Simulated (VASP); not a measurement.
Crystal: SnSe2.

```
Sn Se
1.0
     6.57769    0.00000    0.00000
     0.00000    6.57769    0.00000
     0.00000    0.00000    4.01260
Sn Se
2 4
Direct
  0.00000 0.00000 0.00000
  0.50000 0.50000 0.50000
  0.30700 0.30700 0.00000
  0.19300 0.80700 0.50000
  0.80700 0.19300 0.50000
  0.69300 0.69300 0.00000
```

```yaml
Program: VASP 6.6.1
Task: relaxation of cell and atoms
Functional: PBEsol
Potentials_or_basis: VASP PAW PBE potentials, release 64 (Sn_d, Se)
Cutoff: 600 eV
k_mesh: 4 × 4 × 6
Occupations: fermi-dirac, width 0.02 eV
Spin: no spin polarisation
```

At the start: pressure -2.4 GPa; volume 28.93 Å³/atom.

Question: How do energy, volume and symmetry change on relaxing?

Answer: Over 11 steps the energy falls by 11.0 meV/atom and the volume is 27.46 Å³/atom (-5.1 %); space group P4_2/mnm (No. 136, to 0.1 Å) before and after.

The path:
| step | energy change (eV) | largest force (eV/Å) | pressure (GPa) | volume (Å³) |
| --- | --- | --- | --- | --- |
| 1 | 0.0000 | 0.0550 | -2.39 | 173.61 |
| 2 | -0.0469 | 0.2104 | 1.16 | 163.01 |
| 3 | -0.0585 | 0.1224 | -0.03 | 166.14 |
| 4 | -0.0621 | 0.0810 | -0.02 | 165.73 |
| 5 | -0.0655 | 0.0054 | 0.01 | 164.98 |
| 6 | -0.0657 | 0.0204 | 0.04 | 164.72 |
| 7 | -0.0657 | 0.0176 | 0.03 | 164.74 |
| 8 | -0.0660 | 0.0113 | -0.02 | 164.88 |
| 9 | -0.0660 | 0.0071 | -0.07 | 164.97 |
| 10 | -0.0660 | 0.0109 | 0.06 | 164.60 |
| 11 | -0.0661 | 0.0021 | 0.00 | 164.78 |

Final structure:
```cif
data_structure
_symmetry_space_group_name_H-M 'P 1'
_symmetry_Int_Tables_number 1
_cell_length_a 6.4299
_cell_length_b 6.4299
_cell_length_c 3.9856
_cell_angle_alpha 90.000
_cell_angle_beta 90.000
_cell_angle_gamma 90.000
_cell_volume 164.78
loop_
_atom_site_label
_atom_site_type_symbol
_atom_site_fract_x
_atom_site_fract_y
_atom_site_fract_z
_atom_site_occupancy
Sn1 Sn 0.00000 0.00000 0.00000 1
Sn2 Sn 0.50000 0.50000 0.50000 1
Se1 Se 0.30539 0.30539 0.00000 1
Se2 Se 0.19461 0.80539 0.50000 1
Se3 Se 0.80539 0.19461 0.50000 1
Se4 Se 0.69461 0.69461 0.00000 1
```

Caveat: the structure was generated, so it needn't be the stable form of SnSe2; the PAW data sets were made with another functional, which shifts forces and pressure a little.
